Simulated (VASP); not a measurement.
Here is a VASP 6.6.1 calculation.

The input INCAR:

```
SYSTEM = Pt
PREC     = Accurate       ! precision mode
ENCUT    = 520            ! plane-wave cutoff, eV
EDIFF    = 1E-6           ! SCF threshold, eV
ISMEAR   = 0              ! smearing method
SIGMA    = 0.15           ! smearing width, eV
LREAL    = .FALSE.        ! projectors in reciprocal space
LASPH    = .TRUE.         ! aspherical terms in the spheres
NELM     = 80             ! most SCF steps
ALGO     = Fast           ! electronic algorithm
ISIF     = 2              ! what is computed and relaxed
LWAVE    = .FALSE.        ! write WAVECAR
LCHARG   = .FALSE.        ! write CHGCAR
GGA      = PS             ! functional
NBANDS   = 11             ! bands
```

Contents of KPOINTS:

```
regular mesh
0
G
  20 20 20
  0 0 0
```

File POSCAR:

```
Pt
1.0
    0.0171316250      1.9579000000      1.9579000000
    1.9579000000      0.0171316250      1.9579000000
    1.9750316250      1.9750316250      0.0000000000
Pt
1
Direct
    0.0000000000      0.0000000000      0.0000000000
```

Potentials or basis: VASP PAW PBE potentials, release 64 (Pt).

The run is started by

```bash
$ cat potpaw_PBE.64/Pt/POTCAR > POTCAR
$ mpirun -np 1 vasp_std > vasp.out
```

(1) Estimate the band gap on the k mesh.

(2) Estimate the pressure.

Results:

(1) zero (band 5 reaches 11.70 eV, above the bottom of band 6 at 9.41 eV).

(2) 0.3 GPa.

Caveat: the cell differs from its parent crystal (strain +0.0175 x Voigt [0, 0, 0, 0, 0, 1]); the PAW data sets were made with another functional, which shifts forces and pressure a little; spin-orbit coupling is left out, which moves the levels of the heavy elements.
